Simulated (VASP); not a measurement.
Set up this calculation in VASP 6.6.1, as the native input.

```
Task                   : single point
Functional             : PBE
Potentials or basis    : VASP PAW PBE potentials, release 64 (Mg, Ga_d, O)
Cutoff                 : 520 eV
k mesh                 : 6 × 6 × 12
Occupations            : gaussian, width 0.02 eV
Spin                   : no spin polarisation
Dipole correction      : no
Further INCAR settings : ALGO = Normal; EDIFF = 1e-06; NBANDS = 51
```

The structure of MgGa2O2 lies in POSCAR:

```
MgGa2O2
1.0
    7.4649554563      0.0000000000      0.0000000000
    0.0000000000      7.6188796509      0.0000000000
    0.0000000000      0.0000000000      2.8903869883
Mg Ga O
2 4 4
Direct
    0.5000000000      0.5000000000      0.0000000000
    0.0000000000      0.0000000000      0.0000000000
    0.3808353731      0.1424778954      0.0000000000
    0.6191646269      0.8575221046      0.0000000000
    0.8808353731      0.3575221046      0.0000000000
    0.1191646269      0.6424778954      0.0000000000
    0.5444666961      0.6867716146      0.5000000000
    0.4555333039      0.3132283854      0.5000000000
    0.0444666961      0.8132283854      0.5000000000
    0.9555333039      0.1867716146      0.5000000000
```

The cell was generated, and may not be a known phase.

One way to write it, as run:

INCAR

```
SYSTEM = MgGa2O2
PREC = Accurate ; ENCUT = 520
EDIFF = 1E-6 ; ISMEAR = 0
SIGMA = 0.02 ; LREAL = .False.
LASPH = .True. ; NELM = 80
ALGO = Normal ; ISIF = 2
LWAVE = .False. ; LCHARG = .False.
GGA = PE ; NBANDS = 51
```

KPOINTS

```
regular mesh
0
Gamma
  6 6 12
  0 0 0
```

Potentials or basis: VASP PAW PBE potentials, release 64 (Mg, Ga_d, O).

The run is started by

```bash
$ cat potpaw_PBE.64/Mg/POTCAR potpaw_PBE.64/Ga_d/POTCAR potpaw_PBE.64/O/POTCAR > POTCAR
$ mpirun -np 1 vasp_std > vasp.out
```

Results of the run:

The pressure is 0.1 GPa, the largest force is 0.079 eV/Å and the band gap on the k mesh is 0.36 eV (least direct gap 0.48 eV).

Run time: 9 min on 1 thread of Intel(R) Xeon(R) 6975P-C (Granite Rapids) (shared host), peak memory 0.79 GiB.
